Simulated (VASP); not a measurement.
Input of a VASP 6.6.1 run:

INCAR

```
ALGO = Normal
EDIFF = 1E-7
EDIFFG = -0.01
ENCUT = 600
GGA = PE
GGA_COMPAT = F
IBRION = 2
ISIF = 3
ISMEAR = 0
LASPH = T
LCHARG = F
LREAL = F
LWAVE = F
NELM = 120
NELMIN = 4
NSW = 100
PREC = Accurate
SIGMA = 0.02
```

File KPOINTS:

```
k-points
0
Gamma
  12 12 12
```

File POSCAR:

```
BN
1.0
    0.0000000000      1.8123308055      1.8123308055
    1.8123308055      0.0000000000      1.8123308055
    1.8123308055      1.8123308055      0.0000000000
B N
1 1
Direct
    0.0000000000      0.0000000000      0.0000000000
    0.7500000000      0.7500000000      0.7500000000
```

Potentials or basis: VASP PAW PBE potentials, release 64 (B, N).

The run is started by

```sh
$ cat potpaw_PBE.64/B/POTCAR potpaw_PBE.64/N/POTCAR > POTCAR
$ mpirun -np 1 vasp_std > vasp.out
```

Problem. What does it give for the band gap on the k mesh?

Solution. 4.45 eV (least direct gap 8.78 eV).

Final structure:
```
B N
1.0
     0.00000    1.81233    1.81233
     1.81233    0.00000    1.81233
     1.81233    1.81233    0.00000
B N
1 1
Cartesian
  0.0000 0.0000 0.0000
  2.7185 2.7185 2.7185
```

Caveat: the relaxation stopped at its first step, so nothing moved. A k mesh can miss the band edges.
